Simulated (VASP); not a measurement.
# Si5P (F-43m) in VASP: notebook, part 3 of 3

VASP 6.6.1. The steps go on from the part before.

### Step 6. Relaxation of cell and atoms, PBE

Contents of INCAR:

```
PREC = Accurate ; ENCUT = 600
EDIFF = 1E-6 ; ISMEAR = 0
SIGMA = 0.1 ; LREAL = F
LASPH = T ; NELM = 100
ALGO = Normal ; ISIF = 3
LWAVE = F ; LCHARG = F
GGA = PE ; IBRION = 2
NSW = 100 ; EDIFFG = -0.01
```

Contents of KPOINTS:

```
Automatic mesh
0
Gamma
  10 10 10
```

Contents of POSCAR:

```
Si5P
1.0
    0.0000000000      3.5817215373      3.5817215373
    3.5817215373      0.0000000000      3.5817215373
    3.5817215373      3.5817215373      0.0000000000
Si P
5 1
Direct
    0.1250327073      0.1250327073      0.6249018781
    0.6249018781      0.1250327073      0.1250327073
    0.1250327073      0.1250327073      0.1250327073
    0.1250327073      0.6249018781      0.1250327073
    0.5000000000      0.5000000000      0.5000000000
    0.7500000000      0.7500000000      0.7500000000
```

Potentials or basis: VASP PAW PBE potentials, release 64 (Si, P).

Launch:

```sh
$ cat potpaw_PBE.64/Si/POTCAR potpaw_PBE.64/P/POTCAR > POTCAR
$ mpirun -np 1 vasp_std > vasp.out
```

OUTCAR:

```text
PREC = Accurate
   ENCUT = 600
   EDIFF = 1E-6
   ISMEAR = 0
   LREAL = F
   LASPH = T
   NELM = 100
   ISIF = 3
   GGA = PE
   IBRION = 2
   NSW = 100
   EDIFFG = -0.01

 ion  position               nearest neighbor table
   1  0.125  0.125  0.625-   2 2.53   3 2.53   4 2.53   3 2.53   4 2.53   2 2.53   5 2.97   5 2.97
                             5 2.97   6 2.97   6 2.97   6 2.97
   2  0.625  0.125  0.125-   1 2.53   3 2.53   4 2.53   3 2.53   1 2.53   4 2.53   5 2.97   5 2.97
                             5 2.97   6 2.97   6 2.97   6 2.97
   3  0.125  0.125  0.125-   1 2.53   2 2.53   4 2.53   1 2.53   4 2.53   2 2.53   5 2.97   5 2.97
                             5 2.97   6 2.97   6 2.97   6 2.97
   4  0.125  0.625  0.125-   1 2.53   2 2.53   3 2.53   1 2.53   3 2.53   2 2.53   5 2.97   5 2.97
                             5 2.97   6 2.97   6 2.97   6 2.97
   5  0.500  0.500  0.500-   1 2.97   3 2.97   4 2.97   1 2.97   2 2.97   3 2.97   2 2.97   3 2.97
                             4 2.97   1 2.97   2 2.97   4 2.97
   6  0.750  0.750  0.750-   1 2.97   2 2.97   4 2.97   2 2.97   3 2.97   4 2.97   1 2.97   2 2.97
                             3 2.97   1 2.97   3 2.97   4 2.97

[... 245 lines left out ...]
 cond. band min:       9.3262821334   @ k =  -0.3000   0.5000   0.2000
 fundamental gap:      0.0665508191
 Fermi energy:         9.2848563821

 k-point     1 :       0.0000    0.0000    0.0000
  band No.  band energies     occupation
      1      -5.0863      2.00000
      2       0.6758      2.00000
      3       2.0850      2.00000
      4       3.7705      2.00000
      5       3.7705      2.00000
      6       3.7705      2.00000
[... 433 lines left out ...]
      3      -0.6300      2.00000
      4       0.8264      2.00000
      5       1.5150      2.00000
      6       2.2193      2.00000
[... 8 lines left out ...]
     15       9.8256      0.00000
     16      10.2105      0.00000

 [... further k-points ...]
[... 5 lines left out ...]
  --------------------------------------------------------------------------------------
  -------------------------------------------------------------------------------------
  Total        0.0156058      0.0156058      0.0156058      0.0000000      0.0000000      0.0000000
  in kB        0.2728134      0.2728134      0.2728134      0.0000000      0.0000000      0.0000000
  external PRESSURE =       0.2728134 kB  Pullay stress =       0.0000000 kB

 VOLUME and BASIS-vectors are now :
 -----------------------------------------------------------------------------
  energy-cutoff  :      600.00
  volume of cell :       91.65
      direct lattice vectors                 reciprocal lattice vectors
     0.000000000  3.578494741  3.578494741    -0.139723553  0.139723553  0.139723553
     3.578494741  0.000000000  3.578494741     0.139723553 -0.139723553  0.139723553
     3.578494741  3.578494741 -0.000000000     0.139723553  0.139723553 -0.139723553

 POSITION                                       TOTAL-FORCE (eV/Angst)
 -----------------------------------------------------------------------------------
      2.68502      2.68502      0.89348        -0.002030     -0.002030      0.002030
      0.89348      2.68502      2.68502         0.002030     -0.002030     -0.002030
      0.89348      0.89348      0.89348         0.002030      0.002030      0.002030
      2.68502      0.89348      2.68502        -0.002030      0.002030     -0.002030
      3.57849      3.57849      3.57849         0.000000      0.000000      0.000000
      5.36774      5.36774      5.36774         0.000000      0.000000     -0.000000
 -----------------------------------------------------------------------------------
    total drift:                                0.000000      0.000000      0.000000

  FREE ENERGIE OF THE ION-ELECTRON SYSTEM (eV)
  ---------------------------------------------------
  free  energy   TOTEN  =       -28.3657382748 eV

  energy  without entropy=      -28.3552499447  energy(sigma->0) =      -28.36049411

 reached required accuracy - stopping structural energy minimisation
```

CONTCAR:

```text
Si5P
   1.00000000000000
     0.0000000000000000    3.5784947410320180    3.5784947410320180
     3.5784947410320180    0.0000000000000000    3.5784947410320180
     3.5784947410320180    3.5784947410320180   -0.0000000000000000
  Si              P
     5     1
Direct
     0.1248398489521213    0.1248398489521213    0.6254804531436361
     0.6254804531436361    0.1248398489521213    0.1248398489521213
     0.1248398489521213    0.1248398489521213    0.1248398489521213
     0.1248398489521213    0.6254804531436361    0.1248398489521213
     0.5000000000000000    0.5000000000000000    0.5000000000000000
     0.7500000000000000    0.7500000000000000    0.7500000000000000

  0.00000000E+00  0.00000000E+00  0.00000000E+00
  0.00000000E+00  0.00000000E+00  0.00000000E+00
  0.00000000E+00  0.00000000E+00  0.00000000E+00
  0.00000000E+00  0.00000000E+00  0.00000000E+00
  0.00000000E+00  0.00000000E+00  0.00000000E+00
  0.00000000E+00  0.00000000E+00  0.00000000E+00
```

Run time: 2.6 min. Hardware: 1 thread of Intel Xeon 6975P-C, shared host; peak memory 0.28 GiB.

What came out:

- Free energy: -28.3657 eV
- Relaxed volume: 15.27 Å³/atom
- Relaxed cell: a = 5.061 Å, b = 5.061 Å, c = 5.061 Å, α = 60.00°, β = 60.00°, γ = 60.00°
- Space group after relaxing (to 0.05 Å): F-43m (No. 216)
- Energy gained by relaxing: 0.1 meV/atom
- Ionic steps: 2
- Pressure after relaxing: 0.0 GPa
- Largest force after relaxing: 0.004 eV/Å

Forces in eV/Å, atoms in the order of the input:
```
Si  -0.002 -0.002  0.002
Si   0.002 -0.002 -0.002
Si   0.002  0.002  0.002
Si  -0.002  0.002 -0.002
Si   0.000  0.000  0.000
P    0.000  0.000  0.000
```

The path:
```
step  energy change (eV)  largest force (eV/Å)  pressure (GPa)  volume (Å³)
   1              0.0000                0.0496           -0.20        91.90
   2             -0.0004                0.0035            0.03        91.65
```

Final structure:
```
Si P
1.0
     0.00000    3.57849    3.57849
     3.57849    0.00000    3.57849
     3.57849    3.57849    0.00000
Si P
5 1
Direct
  0.12484 0.12484 0.62548
  0.62548 0.12484 0.12484
  0.12484 0.12484 0.12484
  0.12484 0.62548 0.12484
  0.50000 0.50000 0.50000
  0.75000 0.75000 0.75000
```

### Step 7. The runs side by side

```csv
task,cell,k mesh,cutoff (eV),gap on the mesh (eV),pressure (GPa),relaxed volume (Å³/atom),largest force (eV/Å)
single point,"a = 5.065 Å, angles 60.0°, 6 atoms",4 × 4 × 4,520,none,0.1,-,-
single point,"a = 5.218 Å, angles 60.0°, 6 atoms",4 × 4 × 4,520,none,-6.0,-,0.11
relaxation of cell and atoms,"relaxed from a = 5.218 Å, angles 60.0°, 6 atoms",4 × 4 × 4,600,none,-0.1,15.36,0.02
single point,"a = 5.062 Å, angles 60.0°, 6 atoms",10 × 10 × 10,520,none,0.0,-,-
relaxation of cell and atoms,"relaxed from a = 5.065 Å, angles 60.0°, 6 atoms",10 × 10 × 10,600,none,0.0,15.27,-
```

Alike in all rows: level PBE; potentials or basis VASP PAW PBE potentials, release 64 (Si, P); no spin polarisation; smearing gaussian 0.1 eV.

Caveats: some runs use coarse meshes.

Absolute energies hang on the potentials; compare differences alone.
